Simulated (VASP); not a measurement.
# B47N48 (a cell with a defect) in VASP: single point with PBEsol

Aim: the single point of B47N48 (a cell with a defect) with PBEsol.

All numbers are computed with VASP 6.6.1; they aren't measurements. Logs are shortened: lines on timing, memory, paths and dates and some standing lists are left out, and cuts for length are marked.

**1. The cell of the first run**

The cell holds a defect, 95 atoms: a = 7.623 Å, b = 8.802 Å, c = 8.407 Å, α = 90.00°, β = 90.00°, γ = 90.00°.

**2. Single point, PBEsol**

File INCAR:

```
SYSTEM = B47N48
  PREC = Accurate
  ENCUT = 520
  EDIFF = 1E-6
  ISMEAR = -1
  SIGMA = 0.05
  LREAL = Auto
  LASPH = .True.
  NELM = 120
  ALGO = Normal
  ISIF = 2
  LWAVE = .False.
  LCHARG = .False.
  GGA = PS
  NBANDS = 244
  NELECT = 384.0
  ISYM = -1
  GGA_COMPAT = .False.
```

File KPOINTS:

```
explicit points
1
Reciprocal
  0.25000000   0.25000000   0.25000000 1
```

File POSCAR:

```
B47N48
1.0
    7.6229900000      0.0000000000      0.0000000000
    0.0000000000      8.8022710000      0.0000000000
    0.0000000000      0.0000000000      8.4065820000
B N
47 48
Direct
    0.0000430000      0.1671000000      0.0003930000
    0.0000150000      0.1676230000      0.4983380000
    0.3332390000      0.1672930000      0.0015240000
    0.3336920000      0.1724250000      0.4974160000
    0.1672180000      0.4158270000      0.0016030000
    0.1726850000      0.4130890000      0.4973980000
    0.0000670000      0.6655270000      0.9997040000
    0.0000670000      0.6639930000      0.4983740000
    0.6668670000      0.1672800000      0.0015460000
    0.6664080000      0.1724190000      0.4973750000
    0.5000430000      0.4165480000      0.0044870000
    0.3340840000      0.6663580000      0.0013280000
    0.3389030000      0.6640330000      0.4973520000
    0.1667850000      0.9167330000      0.9997380000
    0.1658610000      0.9168400000      0.4988760000
    0.8329150000      0.4158300000      0.0015990000
    0.8274840000      0.4129830000      0.4973890000
    0.6660590000      0.6663610000      0.0013340000
    0.6613480000      0.6639700000      0.4974030000
    0.5000590000      0.9170980000      0.0000040000
    0.5000510000      0.9182650000      0.4983130000
    0.8333190000      0.9167460000      0.9997410000
    0.8342010000      0.9168550000      0.4988660000
    0.1668510000      0.0834620000      0.2513130000
    0.1676910000      0.0844710000      0.7489960000
    0.9999170000      0.3348650000      0.2523940000
    0.0000340000      0.3346660000      0.7488790000
    0.4999420000      0.0835300000      0.2508410000
    0.5000170000      0.0845310000      0.7484480000
    0.3328960000      0.3329850000      0.2575400000
    0.3391050000      0.3363580000      0.7485990000
    0.1673490000      0.5827130000      0.2507210000
    0.1680840000      0.5821960000      0.7481770000
    0.0000010000      0.8324800000      0.2498870000
    0.0000000000      0.8327110000      0.7488680000
    0.8331140000      0.0834570000      0.2513290000
    0.8323120000      0.0844460000      0.7489950000
    0.6669840000      0.3329750000      0.2575540000
    0.6609640000      0.3363210000      0.7486280000
    0.5000010000      0.5839890000      0.2571810000
    0.5000370000      0.5772580000      0.7482820000
    0.3328530000      0.8327560000      0.2510180000
    0.3337300000      0.8318030000      0.7486710000
    0.8326960000      0.5827570000      0.2507230000
    0.8320160000      0.5822140000      0.7481930000
    0.6671370000      0.8327700000      0.2510380000
    0.6663030000      0.8318200000      0.7486890000
    0.0000040000      0.1669580000      0.1873110000
    0.0000620000      0.1668670000      0.6871160000
    0.3333950000      0.1647510000      0.1868450000
    0.3336050000      0.1669260000      0.6873030000
    0.1656890000      0.4174280000      0.1868910000
    0.1674940000      0.4165680000      0.6874770000
    0.0000710000      0.6667650000      0.1866750000
    0.0000880000      0.6662950000      0.6865950000
    0.6666230000      0.1647280000      0.1868510000
    0.6665250000      0.1668710000      0.6872830000
    0.5000340000      0.4167000000      0.1895380000
    0.5000840000      0.4165990000      0.7030440000
    0.3317410000      0.6674070000      0.1866910000
    0.3337110000      0.6662800000      0.6870840000
    0.1661010000      0.9165600000      0.1866000000
    0.1664590000      0.9165030000      0.6871680000
    0.8343390000      0.4174550000      0.1868930000
    0.8326690000      0.4165370000      0.6875150000
    0.6683820000      0.6674230000      0.1867040000
    0.6664590000      0.6663040000      0.6870950000
    0.5000430000      0.9159020000      0.1870100000
    0.5000530000      0.9165070000      0.6867010000
    0.8339950000      0.9165600000      0.1866050000
    0.8336460000      0.9165100000      0.6871780000
    0.1641570000      0.0803950000      0.4373560000
    0.1663040000      0.0830710000      0.9371920000
    0.9998770000      0.3343430000      0.4382510000
    0.0000050000      0.3330530000      0.9374450000
    0.4999280000      0.0838440000      0.4364610000
    0.4999730000      0.0833900000      0.9370220000
    0.3186880000      0.3250730000      0.4313670000
    0.3317250000      0.3322990000      0.9413530000
    0.1673530000      0.5829480000      0.4363110000
    0.1668480000      0.5831010000      0.9368400000
    0.0000050000      0.8312810000      0.4367490000
    0.9999830000      0.8328900000      0.9367240000
    0.8357720000      0.0803850000      0.4373710000
    0.8336690000      0.0830590000      0.9371920000
    0.6812050000      0.3250460000      0.4313770000
    0.6682590000      0.3322550000      0.9413720000
    0.5000750000      0.6002580000      0.4310220000
    0.5000040000      0.5850980000      0.9411550000
    0.3309000000      0.8366300000      0.4371290000
    0.3332450000      0.8336680000      0.9369360000
    0.8327450000      0.5830340000      0.4363100000
    0.8331570000      0.5831080000      0.9368340000
    0.6690780000      0.8367310000      0.4371120000
    0.6667230000      0.8336830000      0.9369490000
```

Potentials or basis: VASP PAW PBE potentials, release 64 (B, N).

Run with:

```console
$ cat potpaw_PBE.64/B/POTCAR potpaw_PBE.64/N/POTCAR > POTCAR
$ mpirun -np 1 vasp_std > vasp.out
```

OUTCAR:

```text
SYSTEM = B47N48
   PREC = Accurate
   ENCUT = 520
   EDIFF = 1E-6
   ISMEAR = -1
   LREAL = Auto
   LASPH = .True.
   NELM = 120
   ISIF = 2
   GGA = PS
   NELECT = 384.0
   ISYM = -1

 ion  position               nearest neighbor table
   1  0.000  0.167  0.000-  75 1.55  73 1.56  85 1.56  48 1.57
   2  0.000  0.168  0.498-  74 1.55  72 1.55  84 1.56  49 1.59
   3  0.333  0.167  0.002-  79 1.54  50 1.56  77 1.57  73 1.57
   4  0.334  0.172  0.497-  78 1.46  76 1.57  51 1.60  72 1.61
   5  0.167  0.416  0.002-  79 1.54  52 1.56  75 1.56  81 1.57
   6  0.173  0.413  0.497-  78 1.47  74 1.57  80 1.58  53 1.60
[... 50 lines left out ...]
  57  0.667  0.167  0.687-  37 1.55  29 1.55  39 1.58  10 1.60
  58  0.500  0.417  0.190-  11 1.56  38 1.58  40 1.58  30 1.58
  59  0.500  0.417  0.703-  41 1.46  39 1.47  31 1.47
  60  0.332  0.667  0.187-  42 1.55  32 1.55  12 1.56  40 1.59
  61  0.334  0.666  0.687-  43 1.55  33 1.55  41 1.58  13 1.60
  62  0.166  0.917  0.187-  34 1.56  42 1.57  24 1.57  14 1.57
  63  0.166  0.917  0.687-  35 1.56  43 1.56  25 1.57  15 1.58
  64  0.834  0.417  0.187-  44 1.55  26 1.56  16 1.56  38 1.59
  65  0.833  0.417  0.688-  45 1.54  27 1.55  39 1.57  17 1.60
[... 10 lines left out ...]
  76  0.500  0.084  0.436-  21 1.55  28 1.56   4 1.57  10 1.58
  77  0.500  0.083  0.937-  20 1.56   3 1.57   9 1.57  29 1.59
  78  0.319  0.325  0.431-   4 1.46   6 1.47  30 1.47
  79  0.332  0.332  0.941-   3 1.54   5 1.54  11 1.57  31 1.62
  80  0.167  0.583  0.436-   8 1.55  32 1.56  13 1.58   6 1.58
  81  0.167  0.583  0.937-   7 1.56  12 1.57   5 1.57  33 1.59
  82  0.000  0.831  0.437-   8 1.56  23 1.56  15 1.56  34 1.57
  83  1.000  0.833  0.937-  22 1.56  14 1.56   7 1.57  35 1.58
  84  0.836  0.080  0.437-  23 1.53   2 1.56  36 1.56  10 1.61
  85  0.834  0.083  0.937-  22 1.56   1 1.56   9 1.57  37 1.58
  86  0.681  0.325  0.431-  10 1.46  17 1.47  38 1.47
  87  0.668  0.332  0.941-   9 1.54  16 1.54  11 1.57  39 1.62
  88  0.500  0.600  0.431-  13 1.46  19 1.46  40 1.47
  89  0.500  0.585  0.941-  12 1.54  18 1.54  11 1.58  41 1.62
  90  0.331  0.837  0.437-  15 1.53  21 1.56  42 1.56  13 1.60
  91  0.333  0.834  0.937-  14 1.56  20 1.56  12 1.57  43 1.58
  92  0.833  0.583  0.436-   8 1.55  44 1.56  19 1.57  17 1.58
  93  0.833  0.583  0.937-   7 1.56  18 1.57  16 1.57  45 1.59
  94  0.669  0.837  0.437-  23 1.53  21 1.56  46 1.56  19 1.60
  95  0.667  0.834  0.937-  22 1.56  20 1.56  18 1.57  47 1.58

IMPORTANT INFORMATION: All symmetrisations will be switched off!
NOSYMM: (Re-)initialisation of all symmetry stuff for point group C_1.

----------------------------------------------------------------------------------------

                                     Primitive cell

  volume of cell :     564.0785

  direct lattice vectors                    reciprocal lattice vectors
     7.622990000  0.000000000  0.000000000     0.131182121  0.000000000  0.000000000
     0.000000000  8.802271000  0.000000000     0.000000000  0.113607045  0.000000000
     0.000000000  0.000000000  8.406582000     0.000000000  0.000000000  0.118954410

  length of vectors
     7.622990000  8.802271000  8.406582000     0.131182121  0.113607045  0.118954410

  position of ions in fractional coordinates (direct lattice)
     0.000043000  0.167100000  0.000393000
     0.000015000  0.167623000  0.498338000
     0.333239000  0.167293000  0.001524000
     0.333692000  0.172425000  0.497416000
     0.167218000  0.415827000  0.001603000
     0.172685000  0.413089000  0.497398000
[... 87 lines left out ...]
     0.669078000  0.836731000  0.437112000
     0.666723000  0.833683000  0.936949000

  ion indices of the primitive-cell ions
   primitive index   ion index
                 1           1
                 2           2
                 3           3
                 4           4
                 5           5
                 6           6
[... 87 lines left out ...]
                94          94
                95          95

----------------------------------------------------------------------------------------

 KPOINTS: explicit points

Read explicit list of k-points.

 Found      1 k-points:

 Following reciprocal coordinates:
            Coordinates               Weight
  0.250000  0.250000  0.250000      1.000000
   k-points           NKPTS =      1   k-points in BZ     NKDIM =      1   number of bands    NBANDS=    244
   number of dos      NEDOS =    301   number of ions     NIONS =     95
   total plane-waves  NPLWV = 268800
   dimension x,y,z NGX =    60 NGY =   70 NGZ =   64
   dimension x,y,z NGXF=   120 NGYF=  140 NGZF=  128
   ions per type =              47  48
   NGX,Y,Z   is equivalent  to a cutoff of  13.09, 13.22, 12.66 a.u.
   NGXF,Y,Z  is equivalent  to a cutoff of  26.17, 26.44, 25.31 a.u.
 SYSTEM =  B47N48
   PREC   = accura    normal or accurate (medium, high low for compatibility)
   ISTART =      0    job   : 0-new  1-cont  2-samecut
   ICHARG =      2    charge: 1-file 2-atom 10-const
   ISPIN  =      1    spin polarized calculation?
   LNONCOLLINEAR =      F non collinear calculations
   LSORBIT =      F    spin-orbit coupling
   LASPH  =      T    aspherical Exc in radial PAW
   ENCUT  =  520.0 eV  38.22 Ry    6.18 a.u.  14.17 16.37 15.63*2*pi/ulx,y,z
   NELM   =    120;   NELMIN=  2; NELMDL= -5     # of ELM steps
   EDIFF  = 0.1E-05   stopping-criterion for ELM
   LREAL  =      T    real-space projection
   EDIFFG = 0.1E-04   stopping-criterion for IOM
   NSW    =      0    number of steps for IOM
   IBRION =     -1    ionic relax: 0-MD 1-quasi-New 2-CG
   NFREE  =      0    steps in history (QN), initial steepest desc. (CG)
   ISIF   =      2    stress and relaxation
   ISYM   =     -1    0-nonsym 1-usesym 2-fastsym
   POTIM  = 0.5000    time-step for ionic-motion
   TEBEG  =    0.0;   TEEND  =   0.0 temperature during run
   PSTRESS=    0.0 pullay stress
   NELECT =     384.0000    total number of electrons
   NUPDOWN=      -1.0000    fix difference up-down
   EMIN   =  10.00;   EMAX   =-10.00  energy-range for DOS
   EFERMI =   0.00;   METHOD = LEGACY
   ISMEAR =    -1;   SIGMA  =   0.05  broadening in eV -4-tet -1-fermi 0-gaus
   EFERMI_NEDOS =   21; number of points for ismear=-14 and -15
   IALGO  =     38    algorithm
   IMIX   =      4    mixing-type and parameters
     AMIX     =   0.40;   BMIX     =  1.00
     AMIX_MAG =   1.60;   BMIX_MAG =  1.00
  volume/ion in A,a.u.               =       5.94        40.07
  Fermi-wavevector in a.u.,A,eV,Ry     =   1.440142  2.721474 28.218615  2.074010
  Thomas-Fermi vector in A             =   2.558919
   LORBIT       =      0    0 simple, 1 ext, 2 COOP (PROOUT), +10 PAW based schemes
   GGA     = PS    functional components
   LHFCALC =     F    Hartree Fock is set to
   AEXX    =    0.0000 exact exchange contribution
   IVDW    =     0    specifies the selected vdW correction
   LEPSILON=     F    determine dielectric tensor
   LRPA    =     F    only Hartree local field effects (RPA)
 non-spin polarized calculation
  energy-cutoff  :      520.00
  volume of cell :      564.08
 maximum number of plane-waves:     15183
 NGX is ok and might be reduce to    56
   NGX = 29   NGY = 33   NGZ = 31

 number of electron     383.9999977 magnetization

 Free energy of the ion-electron system (eV)
  ---------------------------------------------------
  ext. energy  EPLUGINS =         0.00000000
  ---------------------------------------------------
  free energy    TOTEN  =      -838.54215788 eV

  energy without entropy =     -838.54215788  energy(sigma->0) =     -838.54215788

 E-fermi :  10.2815     XC(G=0): -13.0137

 val. band max:        9.0615307352   @ k =   0.2500   0.2500   0.2500
 cond. band min:      13.2497606286   @ k =   0.2500   0.2500   0.2500
 fundamental gap:      4.1882298934
 Fermi energy:        10.2814992573

 k-point     1 :       0.2500    0.2500    0.2500
  band No.  band energies     occupation
      1     -12.9295      2.00000
      2     -12.2081      2.00000
      3     -12.1321      2.00000
      4     -11.9922      2.00000
      5     -11.3987      2.00000
      6     -11.3029      2.00000
[... 196 lines left out ...]
    203      14.5710      0.00000
    204      14.6686      0.00000
 [bands above 204 left out]

------------------------ aborting loop because EDIFF is reached ----------------------------------------

  FORCE on cell =-STRESS in cart. coord.  units (eV):
  Direction    XX          YY          ZZ          XY          YZ          ZX
  --------------------------------------------------------------------------------------
  -------------------------------------------------------------------------------------
  Total       44.0006259     45.0063565     42.5290864      1.0630427     -0.0425467      0.2327654
  in kB      124.9769430    127.8335647    120.7972639      3.0194076     -0.1208472      0.6611339
  external PRESSURE =     124.5359239 kB  Pullay stress =       0.0000000 kB

 VOLUME and BASIS-vectors are now :
 -----------------------------------------------------------------------------
  energy-cutoff  :      520.00
  volume of cell :      564.08
      direct lattice vectors                 reciprocal lattice vectors
     7.622990000  0.000000000  0.000000000     0.131182121  0.000000000  0.000000000
     0.000000000  8.802271000  0.000000000     0.000000000  0.113607045  0.000000000
     0.000000000  0.000000000  8.406582000     0.000000000  0.000000000  0.118954410

 POSITION                                       TOTAL-FORCE (eV/Angst)
 -----------------------------------------------------------------------------------
      0.00033      1.47086      0.00330         0.000235     -0.000159     -0.002200
      0.00011      1.47546      4.18932        -0.000102      0.000382      0.011372
      2.54028      1.47256      0.01281        -0.000747     -0.004578      0.001541
      2.54373      1.51773      4.18157         0.015247     -0.014472      0.018041
      1.27470      3.66022      0.01348        -0.004495      0.002787      0.000606
      1.31638      3.63612      4.18142        -0.002738      0.030431      0.024524
[... 87 lines left out ...]
      5.10037      7.36513      3.67462        -0.000774     -0.004133      0.001984
      5.08242      7.33830      7.87654        -0.000355     -0.000924     -0.005240
 -----------------------------------------------------------------------------------
    total drift:                               -0.001407     -0.002895      0.015850

  FREE ENERGIE OF THE ION-ELECTRON SYSTEM (eV)
  ---------------------------------------------------
  free  energy   TOTEN  =      -838.5421578829 eV

  energy  without entropy=     -838.5421578828  energy(sigma->0) =     -838.54215788
```

Wall time 9.5 min (1 thread of Intel Xeon Platinum 8259CL at 2.50GHz (Skylake/Cascade Lake), shared host); peak memory 0.62 GiB.

What came out:

```yaml
Free_energy: -838.5422 eV
Largest_force: 0.039 eV/Å
```

Forces in eV/Å, atoms in the order of the input:
```
B    0.000  0.000 -0.002
B    0.000  0.000  0.011
B   -0.001 -0.005  0.002
B    0.015 -0.014  0.018
B   -0.004  0.003  0.001
B   -0.003  0.030  0.025
B    0.000  0.007  0.005
B   -0.002  0.000  0.009
B   -0.001 -0.002  0.001
B   -0.012 -0.013  0.021
B    0.001 -0.003 -0.003
B   -0.004 -0.001  0.002
B   -0.024 -0.009  0.019
B   -0.003 -0.001  0.000
B   -0.002 -0.005  0.008
B    0.002 -0.001 -0.001
B    0.005  0.026  0.022
B    0.005  0.001  0.001
B    0.024 -0.005  0.015
B   -0.001 -0.008 -0.002
B    0.001 -0.002  0.007
B    0.004 -0.003  0.003
B    0.004 -0.007  0.010
B    0.000 -0.001  0.001
B   -0.002 -0.004  0.004
B   -0.002 -0.002  0.001
B   -0.001 -0.004  0.007
B    0.002  0.004  0.001
B   -0.003  0.010  0.001
B    0.010  0.006 -0.012
B   -0.015 -0.006 -0.005
B    0.000  0.006  0.006
B    0.004  0.003  0.005
B   -0.001  0.003  0.005
B    0.000 -0.003  0.007
B   -0.003  0.002  0.002
B   -0.001 -0.003  0.004
B   -0.009  0.005 -0.012
B    0.014 -0.007 -0.006
B    0.001 -0.012 -0.016
B    0.000  0.017 -0.005
B   -0.003 -0.004  0.001
B   -0.005  0.001  0.003
B   -0.005  0.005  0.004
B   -0.002  0.000  0.003
B    0.003  0.002  0.001
B    0.001  0.003  0.002
N    0.001  0.000 -0.003
N    0.002  0.000 -0.007
N   -0.001  0.000 -0.004
N   -0.002 -0.008 -0.003
N   -0.001 -0.001 -0.001
N   -0.007 -0.003 -0.003
N    0.002 -0.005  0.000
N    0.001  0.003 -0.004
N    0.001  0.000  0.000
N    0.004  0.000 -0.004
N   -0.001  0.002 -0.005
N   -0.001  0.000 -0.016
N   -0.001  0.006 -0.001
N    0.000  0.004 -0.002
N    0.002 -0.001  0.000
N    0.002  0.003 -0.003
N    0.003  0.000  0.000
N    0.002 -0.001 -0.006
N    0.003  0.000 -0.003
N    0.001  0.003 -0.003
N   -0.001  0.000 -0.004
N    0.002 -0.001 -0.003
N    0.000 -0.002  0.000
N    0.001  0.002 -0.004
N    0.004  0.005  0.000
N    0.000 -0.002 -0.005
N   -0.006  0.003  0.000
N   -0.002  0.001 -0.010
N    0.000 -0.001 -0.003
N    0.002  0.003 -0.005
N    0.020  0.003 -0.005
N    0.006  0.004 -0.009
N   -0.004  0.002 -0.002
N    0.002 -0.001 -0.009
N    0.000 -0.003 -0.002
N    0.001  0.000 -0.002
N   -0.004  0.009 -0.003
N   -0.001  0.000 -0.004
N   -0.014  0.003 -0.007
N   -0.002  0.001 -0.006
N    0.000 -0.023  0.000
N   -0.001 -0.003 -0.007
N   -0.001 -0.002  0.002
N   -0.001  0.000 -0.005
N    0.003 -0.001 -0.002
N   -0.001 -0.001 -0.005
N   -0.001 -0.004  0.002
N    0.000 -0.001 -0.005
```

Levels at points of the mesh, in eV from the Fermi level:
```csv
k point,band 188,band 189,band 190,band 191,band 192,band 193,band 194,band 195,band 196,band 197
"(0.25, 0.25, 0.25)",-3.43,-3.32,-1.69,-1.57,-1.22,2.97,3.00,3.51,3.73,3.79
```

Caveat: the cell carries a net charge on a neutralising background, which shifts energy and pressure; the cell is charged against a uniform background, so pressure and absolute levels hang on convention; the PAW data sets were made with another functional, which shifts forces and pressure a little.
